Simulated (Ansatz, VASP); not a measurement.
In3GaAs4 in VASP and in Ansatz

```
In Ga As
1.0
     6.08764    0.00000    0.00000
     0.00000    6.08764    0.00000
     0.00000    0.00000    6.08764
In Ga As
3 1 4
Direct
  0.50000 0.00000 0.50000
  0.00000 0.50000 0.50000
  0.50000 0.50000 0.00000
  0.00000 0.00000 0.00000
  0.75991 0.75991 0.24009
  0.75991 0.24009 0.75991
  0.24009 0.75991 0.75991
  0.24009 0.24009 0.24009
```

Alike in both runs: functional PBE; k mesh 3 × 3 × 3; occupations gaussian, width 0.2 eV; no spin polarisation.

Ansatz relaxed the structure, and its values are those at the end. VASP's run is a single point on that final structure, the one shown.

|  | VASP | Ansatz |
| --- | --- | --- |
| version | VASP 6.6.1 | Ansatz 0.2.0 |
| potentials or method | VASP PAW PBE potentials, release 64 (In_d, Ga_d, As), cutoff 520 eV | scalar-relativistic, plane waves, PAW |
| valence electrons in the cell | 72 | 112 |

|  | VASP | Ansatz | Ansatz less VASP |
| --- | --- | --- | --- |
| gap on the k mesh at the Fermi level (eV) | none | none | - |
| pressure (GPa) | 0.0 | -0.1 | -0.07 |
| rms of the force components (eV/Å) | 0.003 | 0.006 | +0.0025 |

A gap of «none» marks a metal or a gap that the smearing closes. VASP's potentials hold 72 valence electrons a cell and Ansatz's 112, so a difference there can come from the potentials and not from the codes.
